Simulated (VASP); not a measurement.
Wanted: the native input for a VASP 6.6.1 run.

* Task: single point
* Functional: PBE
* Potentials or basis: VASP PAW PBE potentials, release 64 (Si, Ni)
* Cutoff: 520 eV
* k mesh: 4 × 4 × 4
* Occupations: fermi-dirac, width 0.5 eV
* Spin: no spin polarisation
* Dipole correction: no
* Further INCAR settings: LREAL = Auto; ALGO = Normal; EDIFF = 1e-06; NBANDS = 70

The structure of SiNi lies in POSCAR:

```
SiNi
1.0
    0.0000000000      3.3651339829      5.7333422532
    5.1836640550      0.0000000000      5.7333422532
    5.1836640550      3.3651339829      0.0000000000
Si Ni
8 8
Direct
    0.2539320252      0.3257630216      0.4960679748
    0.7539320252      0.8257630216      0.9960679748
    0.2460679748      0.1742369784      0.0039320252
    0.7460679748      0.6742369784      0.5039320252
    0.1742369784      0.7460679748      0.5757630216
    0.6742369784      0.2460679748      0.0757630216
    0.3257630216      0.7539320252      0.9242369784
    0.8257630216      0.2539320252      0.4242369784
    0.2157668322      0.4746158589      0.0342331678
    0.7157668322      0.9746158589      0.5342331678
    0.2842331678      0.0253841411      0.4657668322
    0.7842331678      0.5253841411      0.9657668322
    0.0253841411      0.7842331678      0.2246158589
    0.5253841411      0.2842331678      0.7246158589
    0.4746158589      0.7157668322      0.2753841411
    0.9746158589      0.2157668322      0.7753841411
```

One way to write it, as run:

INCAR

```
SYSTEM = SiNi
  PREC = Accurate
  ENCUT = 520
  EDIFF = 1E-6
  ISMEAR = -1
  SIGMA = 0.5
  LREAL = Auto
  LASPH = .True.
  NELM = 60
  ALGO = Normal
  ISIF = 2
  LWAVE = .False.
  LCHARG = .False.
  GGA = PE
  NBANDS = 70
```

KPOINTS

```
regular mesh
0
Gamma
  4 4 4
  0 0 0
```

Potentials or basis: VASP PAW PBE potentials, release 64 (Si, Ni).

Command:

```sh
$ cat potpaw_PBE.64/Si/POTCAR potpaw_PBE.64/Ni/POTCAR > POTCAR
$ mpirun -np 1 vasp_std > vasp.out
```

Results of the run:

| Property | Result |
| --- | --- |
| Pressure | 0.0 GPa |
| Largest force | 0.010 eV/Å |
| Band gap on the k mesh | zero (bands 56 and 57 overlap by 0.49 eV) |

Caveat: so wide a smearing shifts energies and pressures.

Wall time 17 min on 1 thread of Intel Xeon 8259CL, with other jobs on the host, peak memory 0.46 GiB.
